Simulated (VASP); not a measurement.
# Al in VASP: a series of runs, part 2 of 2

VASP 6.6.1. The steps go on from the part before.

## (4) Relaxation of cell and atoms, PBEsol

This run uses another cell than the first one: it holds 1 atom, not 4.

Input file INCAR:

```
  PREC = Accurate
  ENCUT = 500
  EDIFF = 1E-7
  ISMEAR = 0
  SIGMA = 0.1
  LREAL = False
  LASPH = True
  NELM = 120
  ALGO = Normal
  ISIF = 3
  LWAVE = False
  LCHARG = False
  GGA = PS
  IBRION = 2
  NSW = 100
  EDIFFG = -0.01
  GGA_COMPAT = False
  NELMIN = 4
```

Input file KPOINTS:

```
regular mesh
0
Gamma
  24 24 24
```

Input file POSCAR:

```
Al
1.0
    0.0000000000      2.0036604128      2.0339235057
    1.9872032019      0.0000000000      2.0339235057
    1.9872032019      2.0036604128      0.0000000000
Al
1
Direct
    0.5000000000      0.5000000000      0.5000000000
```

Potentials or basis: VASP PAW PBE potentials, release 64 (Al).

Command:

```console
$ cat potpaw_PBE.64/Al/POTCAR > POTCAR
$ mpirun -np 1 vasp_std > vasp.out
```

OUTCAR:

```text
PREC = Accurate
   ENCUT = 500
   EDIFF = 1E-7
   ISMEAR = 0
   LREAL = False
   LASPH = True
   NELM = 120
   ISIF = 3
   GGA = PS
   IBRION = 2
   NSW = 100
   EDIFFG = -0.01
   NELMIN = 4

 ion  position               nearest neighbor table
   1  0.500  0.500  0.500-

  LATTYP: Found a face centered orthorhombic cell.
 ALAT       =     3.9744064038
 B/A-ratio  =     1.0082815944
 C/A-ratio  =     1.0235105820

  Lattice vectors:

 A1 = (   0.0000000000,   2.0036604128,   2.0339235057)
 A2 = (   1.9872032019,   0.0000000000,   2.0339235057)
 A3 = (   1.9872032019,   2.0036604128,   0.0000000000)

Analysis of symmetry for initial positions (statically):
=====================================================================
 Subroutine PRICEL returns:
 Original cell was already a primitive cell.

 Routine SETGRP: Setting up the symmetry group for a
 face centered orthorhombic supercell.

 Subroutine GETGRP returns: Found  8 space group operations
 (whereof  8 operations were pure point group operations)
 out of a pool of  8 trial point group operations.

The static configuration has the point symmetry D_2h.

Analysis of symmetry for dynamics (positions and initial velocities):
=====================================================================
 Subroutine PRICEL returns:
 Original cell was already a primitive cell.

 Routine SETGRP: Setting up the symmetry group for a
 face centered orthorhombic supercell.

 Subroutine GETGRP returns: Found  8 space group operations
 (whereof  8 operations were pure point group operations)
 out of a pool of  8 trial point group operations.

The dynamic configuration has the point symmetry D_2h.

 Subroutine INISYM returns: Found  8 space group operations
 (whereof  8 operations are pure point group operations),
 and found     1 'primitive' translations

----------------------------------------------------------------------------------------

                                     Primitive cell

  volume of cell :      16.1969

  direct lattice vectors                    reciprocal lattice vectors
     0.000000000  2.003660413  2.033923506    -0.251609901  0.249543284  0.245830287
     1.987203202  0.000000000  2.033923506     0.251609901 -0.249543284  0.245830287
     1.987203202  2.003660413  0.000000000     0.251609901  0.249543284 -0.245830287

  length of vectors
     2.855083165  2.843557876  2.821990719     0.431290996  0.431290996  0.431290996

  position of ions in fractional coordinates (direct lattice)
     0.500000000  0.500000000  0.500000000

  ion indices of the primitive-cell ions
   primitive index   ion index
                 1           1

----------------------------------------------------------------------------------------

 KPOINTS: regular mesh

Automatic generation of k-mesh.
 Grid dimensions read from file:
 generate k-points for:   24   24   24

 Generating k-lattice:

  Cartesian coordinates                     Fractional coordinates (reciprocal lattice)
    -0.010483746  0.010397637  0.010242929     0.041666667 -0.000000000 -0.000000000
     0.010483746 -0.010397637  0.010242929     0.000000000  0.041666667  0.000000000
[... 42 lines left out ...]
   total plane-waves  NPLWV =  13824
   dimension x,y,z NGX =    24 NGY =   24 NGZ =   24
   dimension x,y,z NGXF=    48 NGYF=   48 NGZF=   48
   ions per type =               1
   NGX,Y,Z   is equivalent  to a cutoff of  13.97, 14.03, 14.14 a.u.
   NGXF,Y,Z  is equivalent  to a cutoff of  27.95, 28.06, 28.28 a.u.
 SYSTEM =  unknown system
   PREC   = accura    normal or accurate (medium, high low for compatibility)
   ISTART =      0    job   : 0-new  1-cont  2-samecut
   ICHARG =      2    charge: 1-file 2-atom 10-const
   ISPIN  =      1    spin polarized calculation?
   LNONCOLLINEAR =      F non collinear calculations
   LSORBIT =      F    spin-orbit coupling
   LASPH  =      T    aspherical Exc in radial PAW
   ENCUT  =  500.0 eV  36.75 Ry    6.06 a.u.   5.21  5.18  5.15*2*pi/ulx,y,z
   NELM   =    120;   NELMIN=  4; NELMDL= -5     # of ELM steps
   EDIFF  = 0.1E-06   stopping-criterion for ELM
   LREAL  =      F    real-space projection
   EDIFFG = -.1E-01   stopping-criterion for IOM
   NSW    =    100    number of steps for IOM
   IBRION =      2    ionic relax: 0-MD 1-quasi-New 2-CG
   NFREE  =      1    steps in history (QN), initial steepest desc. (CG)
   ISIF   =      3    stress and relaxation
   ISYM   =      2    0-nonsym 1-usesym 2-fastsym
   POTIM  = 0.5000    time-step for ionic-motion
   TEBEG  =    0.0;   TEEND  =   0.0 temperature during run
   PSTRESS=    0.0 pullay stress
   NELECT =       3.0000    total number of electrons
   NUPDOWN=      -1.0000    fix difference up-down
   EMIN   =  10.00;   EMAX   =-10.00  energy-range for DOS
   EFERMI =   0.00;   METHOD = LEGACY
   ISMEAR =     0;   SIGMA  =   0.10  broadening in eV -4-tet -1-fermi 0-gaus
   EFERMI_NEDOS =   21; number of points for ismear=-14 and -15
   IALGO  =     38    algorithm
   IMIX   =      4    mixing-type and parameters
     AMIX     =   0.40;   BMIX     =  1.00
     AMIX_MAG =   1.60;   BMIX_MAG =  1.00
  volume/ion in A,a.u.               =      16.20       109.30
  Fermi-wavevector in a.u.,A,eV,Ry     =   0.933193  1.763480 11.848628  0.870850
  Thomas-Fermi vector in A             =   2.059869
   LORBIT       =      0    0 simple, 1 ext, 2 COOP (PROOUT), +10 PAW based schemes
   GGA     = PS    functional components
   LHFCALC =     F    Hartree Fock is set to
   AEXX    =    0.0000 exact exchange contribution
   IVDW    =     0    specifies the selected vdW correction
   LEPSILON=     F    determine dielectric tensor
   LRPA    =     F    only Hartree local field effects (RPA)
 conjugate gradient relaxation of ions
 non-spin polarized calculation
 Gauss-broadening in eV      SIGMA  =   0.10
  energy-cutoff  :      500.00
  volume of cell :       16.20
 maximum number of plane-waves:       427
 NGX is ok and might be reduce to    24

--------------------------------------- Ionic step        1  -------------------------------------------

 number of electron       3.0000000 magnetization

 Free energy of the ion-electron system (eV)
  ---------------------------------------------------
  ext. energy  EPLUGINS =         0.00000000
  ---------------------------------------------------
  free energy    TOTEN  =        -4.09133011 eV

  energy without entropy =       -4.08908014  energy(sigma->0) =       -4.09020512

------------------------ aborting loop because EDIFF is reached ----------------------------------------

  FORCE on cell =-STRESS in cart. coord.  units (eV):
  Direction    XX          YY          ZZ          XY          YZ          ZX
  --------------------------------------------------------------------------------------
  -------------------------------------------------------------------------------------
  Total        0.0190953      0.0067863     -0.0438013      0.0000000      0.0000000      0.0000000
  in kB        1.8888875      0.6712905     -4.3327754      0.0000000      0.0000000      0.0000000
  external PRESSURE =      -0.5908658 kB  Pullay stress =       0.0000000 kB
[... 197 lines left out ...]
--------------------------------------- Ionic step        7  -------------------------------------------

 number of electron       3.0000000 magnetization

 Free energy of the ion-electron system (eV)
  ---------------------------------------------------
  ext. energy  EPLUGINS =         0.00000000
  ---------------------------------------------------
  free energy    TOTEN  =        -4.09174206 eV

  energy without entropy =       -4.08938413  energy(sigma->0) =       -4.09056310

 E-fermi :   8.1678     XC(G=0): -10.3295

 val. band max:        8.1669572098   @ k =  -0.4583   0.3333   0.0417
 cond. band min:       8.1678934062   @ k =   0.2917  -0.4583   0.1667
 fundamental gap:      0.0009361964
 Fermi energy:         8.1678087653

 k-point     1 :       0.0000    0.0000    0.0000
  band No.  band energies     occupation
      1      -3.1098      2.00000
      2      20.8369      0.00000
      3      20.8719      0.00000
      4      20.8793      0.00000
      5      22.5025      0.00000
[... 177 lines left out ...]
 k-point    24 :       0.4583    0.0417    0.0000
  band No.  band energies     occupation
      1       2.2689      2.00000
      2       5.1993      2.00000
      3      18.4913      0.00000
      4      19.0735      0.00000
      5      19.7575      0.00000

 [... further k-points ...]

------------------------ aborting loop because EDIFF is reached ----------------------------------------

  FORCE on cell =-STRESS in cart. coord.  units (eV):
  Direction    XX          YY          ZZ          XY          YZ          ZX
  --------------------------------------------------------------------------------------
  -------------------------------------------------------------------------------------
  Total        0.0044870     -0.0088010      0.0056169     -0.0000000      0.0000000      0.0000000
  in kB        0.4444247     -0.8717167      0.5563410     -0.0000000      0.0000000      0.0000000
  external PRESSURE =       0.0430163 kB  Pullay stress =       0.0000000 kB
[... 16 lines left out ...]
  FREE ENERGIE OF THE ION-ELECTRON SYSTEM (eV)
  ---------------------------------------------------
  free  energy   TOTEN  =        -4.0917420615 eV

  energy  without entropy=       -4.0893841310  energy(sigma->0) =       -4.09056310

 reached required accuracy - stopping structural energy minimisation
```

CONTCAR:

```text
Al
   1.00000000000000
    -0.0000000000000000    2.0120289055903293    2.0042589902916479
     2.0056241719859678   -0.0000000000000000    2.0042589902916479
     2.0056241719859678    2.0120289055903293    0.0000000000000000
  Al
     1
Direct
     0.5000000000000000    0.5000000000000000    0.5000000000000000

  0.00000000E+00  0.00000000E+00  0.00000000E+00
```

Wall time 6.8 min (1 thread of Intel Xeon 8259CL, shared host); peak memory 0.27 GiB.

What came out:

```yaml
Free_energy: -4.0917 eV
Relaxed_volume: 16.18 Å³/atom
Relaxed_cell: a = 2.840 Å, b = 2.835 Å, c = 2.841 Å, α = 60.04°, β = 59.88°, γ = 60.08°
Space_group_after_relaxing_to_0.1_Å: Fm-3m (No. 225)
Energy_gained_by_relaxing: 0.4 meV/atom
Ionic_steps: 7
Pressure_after_relaxing: 0.0 GPa
Band_gap_on_the_k_mesh: zero (an odd number of electrons rules out a gap without spin polarisation)
```

Stress tensor (GPa, compression positive):
```
 0.04  0.00  0.00
 0.00 -0.09  0.00
 0.00  0.00  0.06
```

The path:
```csv
step,energy change (eV),largest force (eV/Å),pressure (GPa),volume (Å³)
1,0.0000,0.0000,-0.06,16.20
2,-0.0001,0.0000,0.00,16.18
3,-0.0003,0.0000,0.19,16.14
4,-0.0001,0.0000,0.64,16.05
5,-0.0003,0.0000,0.33,16.11
6,-0.0004,0.0000,0.16,16.14
7,-0.0004,0.0000,0.00,16.18
```

Final structure:
```cif
data_structure
_symmetry_space_group_name_H-M 'P 1'
_symmetry_Int_Tables_number 1
_cell_length_a 2.8399
_cell_length_b 2.8354
_cell_length_c 2.8409
_cell_angle_alpha 60.042
_cell_angle_beta 59.883
_cell_angle_gamma 60.075
_cell_volume 16.18
loop_
_atom_site_label
_atom_site_type_symbol
_atom_site_fract_x
_atom_site_fract_y
_atom_site_fract_z
_atom_site_occupancy
Al1 Al 0.50000 0.50000 0.50000 1
```

Levels at points of the mesh, in eV from the Fermi level:
```
           k point  band 1  band 2  band 3  band 4  band 5
(0.00, 0.00, 0.00)  -11.28   12.67   12.70   12.71   14.33
(0.50, 0.00, 0.00)   -4.68   -4.41   11.48   11.55   11.56
(0.50, 0.50, 0.00)   -2.95   -1.59    5.23    5.63    5.65
(0.50, 0.00, 0.50)   -3.01   -1.67    5.27    5.71    5.72
(0.00, 0.50, 0.50)   -2.97   -1.61    5.24    5.64    5.67
```

Caveat: the PAW data sets were made with another functional, which shifts forces and pressure a little.

## (5) Overview

| task | cell | k mesh | gap on the mesh (eV) | pressure (GPa) |
| --- | --- | --- | --- | --- |
| single point | a = 2.844, b = 2.844, c = 8.015 Å, angles 90.0, 90.0, 88.7°, 4 atoms, atomic positions A | 6 × 6 × 4 | none | 0.2 |
| single point | a = 2.838, b = 2.839 Å, angles 60.0°, 1 atom, atomic positions B | 24 × 24 × 24 | none | 0.1 |
| relaxation of cell and atoms | relaxed from a = 2.855, b = 2.844, c = 2.822 Å, angles 60.5, 60.1, 59.4°, 1 atom, atomic positions B | 24 × 24 × 24 | none | 0.0 |

Alike in all rows: level PBEsol; potentials or basis VASP PAW PBE potentials, release 64 (Al); no spin polarisation; cutoff (eV) 500; smearing gaussian 0.1 eV.

Caveats: some runs use coarse meshes; the PAW data sets were made with another functional, which shifts forces and pressure a little.

Absolute energies hang on the potentials; compare differences alone.
